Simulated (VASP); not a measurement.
Set up this calculation in VASP 6.6.1, as the native input.

```yaml
Task: single point
Functional: PBE
Potentials_or_basis: VASP PAW PBE potentials, release 64 (Na_pv, H)
Cutoff: 520 eV
k_mesh: 12 × 12 × 12
Occupations: fermi-dirac, width 0.08 eV
Spin: no spin polarisation
Dipole_correction: no
Further_INCAR_settings: ALGO = Normal; EDIFF = 1e-07; NBANDS = 11
```

The structure of NaH (CsCl type) lies in POSCAR:

```
NaH
1.0
    2.8829087599      0.0000000000      0.0000000000
    0.0000000000      2.8829087599      0.0000000000
    0.0000000000      0.0000000000      2.8829087599
Na H
1 1
Direct
    0.0000000000      0.0000000000      0.0000000000
    0.5000000000      0.5000000000      0.5000000000
```

This cell differs from its parent crystal: volume scaled by 0.92.

One way to write it, as run:

INCAR

```
SYSTEM = NaH
ALGO = Normal
EDIFF = 1E-7
ENCUT = 520
GGA = PE
ISIF = 2
ISMEAR = -1
LASPH = .True.
LCHARG = .True.
LELF = .True.
LREAL = .False.
LVHAR = .True.
LWAVE = .False.
NBANDS = 11
NELM = 100
PREC = Accurate
SIGMA = 0.08
```

KPOINTS

```
k-points
0
Gamma
  12 12 12
  0 0 0
```

Potentials or basis: VASP PAW PBE potentials, release 64 (Na_pv, H).

The run is started by

```sh
$ cat potpaw_PBE.64/Na_pv/POTCAR potpaw_PBE.64/H/POTCAR > POTCAR
$ mpirun -np 1 vasp_std > vasp.out
```

It gave:

The pressure is 2.3 GPa. The band gap on the k mesh is 1.03 eV, indirect (least direct gap 4.65 eV).

Run time: 11 s on 1 thread of Intel(R) Xeon(R) Platinum 8259CL CPU @ 2.50GHz (Skylake/Cascade Lake), with other jobs on the host, peak memory 0.14 GiB.
